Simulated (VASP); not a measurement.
Write the native input for VASP 6.6.1 that does the following.

```yaml
Task: single point
Functional: PBE
Potentials_or_basis: VASP PAW PBE potentials, release 64 (Ti_sv, C)
Cutoff: 520 eV
k_mesh: 1 × 1 × 7
Occupations: gaussian, width 0.05 eV
Spin: no spin polarisation
Dipole_correction: no
Further_INCAR_settings: LREAL = Auto; ALGO = Normal; EDIFF = 1e-06; NBANDS = 96
```

The structure of TiC lies in POSCAR:

```
TiC
1.0
   14.3000000000      0.0000000000      0.0000000000
    0.0000000000     12.4000000000      0.0000000000
    0.0000000000      0.0000000000      7.5905249592
Ti C
10 10
Direct
    0.5769747929      0.5000000000     -0.0160757558
    0.3238699696      0.5000000000      0.6821014555
    0.4230252071      0.5000000000      0.3494090891
    0.6761300304      0.5000000000      0.6512318779
    0.3931486396      0.3842128509      0.0159617475
    0.6068513604      0.3842128509      0.3173715858
    0.5000000000      0.6142695819      0.6666666667
    0.3931486396      0.6157871491      0.0159617475
    0.6068513604      0.6157871491      0.3173715858
    0.5000000000      0.3857304181      0.6666666667
    0.6706259413      0.5000000000      0.2044096057
    0.4451412990      0.5000000000      0.8401917542
    0.3293740587      0.5000000000      0.1289237276
    0.5548587010      0.5000000000      0.4931415791
    0.5000000000      0.3808086015      0.1666666667
    0.3764227741      0.6138373535      0.5452077135
    0.6235772259      0.6138373535      0.7881256198
    0.5000000000      0.6191913985      0.1666666667
    0.3764227741      0.3861626465      0.5452077135
    0.6235772259      0.3861626465      0.7881256198
```

These files were run (other wordings do the same):

INCAR

```
SYSTEM = TiC
PREC     = Accurate       ! precision mode
ENCUT    = 520            ! plane-wave cutoff, eV
EDIFF    = 1E-6           ! SCF threshold, eV
ISMEAR   = 0              ! smearing method
SIGMA    = 0.05           ! smearing width, eV
LREAL    = Auto         
LASPH    = .TRUE.         ! aspherical terms in the spheres
NELM     = 100            ! most SCF steps
ALGO     = Normal         ! electronic algorithm
ISIF     = 2              ! what is computed and relaxed
LWAVE    = .FALSE.        ! write WAVECAR
LCHARG   = .FALSE.        ! write CHGCAR
GGA      = PE             ! functional
NBANDS   = 96             ! bands
```

KPOINTS

```
Automatic mesh
0
G
  1 1 7
  0 0 0
```

Potentials or basis: VASP PAW PBE potentials, release 64 (Ti_sv, C).

The run is started by

```sh
$ cat potpaw_PBE.64/Ti_sv/POTCAR potpaw_PBE.64/C/POTCAR > POTCAR
$ mpirun -np 1 vasp_std > vasp.out
```

Results of the run:

```
Largest force          : 0.066 eV/Å
Band gap on the k mesh : 0.24 eV
```

Wall time 23 min on 1 thread of Intel(R) Xeon(R) Platinum 8259CL CPU @ 2.50GHz (Skylake/Cascade Lake), with other jobs on the host, peak memory 1.2 GiB.
